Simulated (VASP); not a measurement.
Runs of VASP 6.6.1 on Ge. The structure is that of space group P6/mmm (No. 191), or close to it. The cells are those of the table. This isn't the form of Ge at room conditions, which is diamond.

| cell | gap on the mesh (eV) | pressure (GPa) |
| --- | --- | --- |
| a = 4.870, b = 4.870, c = 2.767 Å, angles 90.0, 90.0, 120.0°, 3 atoms | none | 2.8 |
| a = 5.126, b = 5.126, c = 2.913 Å, angles 90.0, 90.0, 120.0°, 3 atoms | none | (b) |
| a = 4.936, b = 4.936, c = 2.805 Å, angles 90.0, 90.0, 120.0°, 3 atoms | none | (a) |
| a = 4.730, b = 4.730, c = 2.688 Å, angles 90.0, 90.0, 120.0°, 3 atoms | none | 10.4 |
| a = 5.064, b = 5.064, c = 2.878 Å, angles 90.0, 90.0, 120.0°, 3 atoms | none | -3.9 |

Alike in all rows: task single point; level revPBE; potentials or basis VASP PAW PBE potentials, release 64 (Ge_d); no spin polarisation; k mesh 8 × 8 × 13; cutoff (eV) 520; smearing fermi-dirac 0.1 eV.

Q: Estimate the missing entries.

A: (a) 0.1; (b) -5.5.

Caveats: the PAW data sets were made with another functional, which shifts forces and pressure a little; the cell stands under tension (at least some runs); the cell stands under pressure (at least some runs).

A k mesh can miss the band edges, and the runs leave out spin-orbit coupling on Ge.

A gap of «none» marks levels without a gap at the run's occupations.
